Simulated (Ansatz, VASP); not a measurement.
# Sc5S in VASP and in Ansatz

```
CELL_PARAMETERS angstrom
3.25000 0.00000 0.00000
-1.62500 2.81458 0.00000
0.00000 0.00000 13.80000
ATOMIC_POSITIONS crystal
Sc 0.33333 0.66667 0.87700
Sc 0.33333 0.66667 0.12300
Sc 0.00000 0.00000 0.31200
Sc 0.33333 0.66667 0.50000
Sc 0.00000 0.00000 0.68800
S 0.00000 0.00000 0.00000
```

Alike in both runs: task relaxation of cell and atoms; functional PBE; k mesh 6 × 6 × 2; occupations gaussian, width 0.2 eV; no spin polarisation.

|  | VASP | Ansatz |
| --- | --- | --- |
| version | VASP 6.6.1 | Ansatz 0.2.0 |
| potentials or method | VASP PAW PBE potentials, release 64 (Sc_sv, S), cutoff 600 eV | scalar-relativistic, plane waves, PAW |
| valence electrons in the cell | 61 | 61 |

|  | VASP | Ansatz | Ansatz less VASP |
| --- | --- | --- | --- |
| gap on the k mesh at the Fermi level, each at its own relaxed structure (eV) | none | none | - |
| relaxed volume (Å³/atom) | 23.02 | 23.00 | -0.017 |
| relaxed length of the cell vector where the two differ most in proportion (Å) | 13.811 | 13.829 | +0.0179 |

A gap of «none» marks a metal or a gap that the smearing closes.

The k mesh is coarse, so the values compare programs but aren't converged.
